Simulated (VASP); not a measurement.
A run of VASP 6.6.1 is set up as follows.

File INCAR:

```
  PREC = Accurate
  ENCUT = 520
  EDIFF = 1E-6
  ISMEAR = -1
  SIGMA = 0.05
  LREAL = F
  LASPH = T
  NELM = 100
  ALGO = Normal
  ISIF = 2
  LWAVE = F
  LCHARG = F
  GGA = PS
  NBANDS = 16
```

Contents of KPOINTS:

```
Automatic mesh
0
Gamma
  11 11 12
```

POSCAR

```
AlSn
1.0
    4.2122485707      0.0000000000      0.0000000000
   -2.1061242853      3.6479142693      0.0000000000
    0.0000000000      0.0000000000      3.1719548515
Al Sn
1 1
Direct
    0.0000000000      0.0000000000      0.0000000000
    0.3333333333      0.6666666667      0.5000000000
```

Potentials or basis: VASP PAW PBE potentials, release 64 (Al, Sn_d).

Run with:

```console
$ cat potpaw_PBE.64/Al/POTCAR potpaw_PBE.64/Sn_d/POTCAR > POTCAR
$ mpirun -np 1 vasp_std > vasp.out
```

Question: What does it give for the band gap on the k mesh?

Answer: Zero (an odd number of electrons rules out a gap without spin polarisation).

Question: What does it give for the pressure?

Answer: -0.1 GPa.

Caveat: the PAW data sets were made with another functional, which shifts forces and pressure a little; spin-orbit coupling is left out, which moves the levels of the heavy elements.
